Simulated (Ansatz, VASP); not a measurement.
**Cd: VASP beside Ansatz**

```
Cd
1.0
    -1.78432    1.78432    1.78432
     1.78432   -1.78432    1.78432
     1.78432    1.78432   -1.78432
Cd
1
Direct
  0.00000 0.00000 0.00000
```

Alike in both runs: task single point; functional PBE; k mesh 16 × 16 × 16; occupations gaussian, width 0.05 eV; no spin polarisation.

|  | VASP | Ansatz |
| --- | --- | --- |
| version | VASP 6.6.1 | Ansatz 0.2.0 |
| potentials or method | VASP PAW PBE potentials, release 64 (Cd), cutoff 520 eV | scalar-relativistic, plane waves, PAW |
| valence electrons in the cell | 12 | 20 |

VASP gave:

```
pressure (GPa) : 1.4
```

Problem. Estimate Ansatz's values.

Solution. Pressure (GPa): 1.1.

VASP's potentials hold 12 valence electrons a cell and Ansatz's 20, so a difference there can come from the potentials and not from the codes.
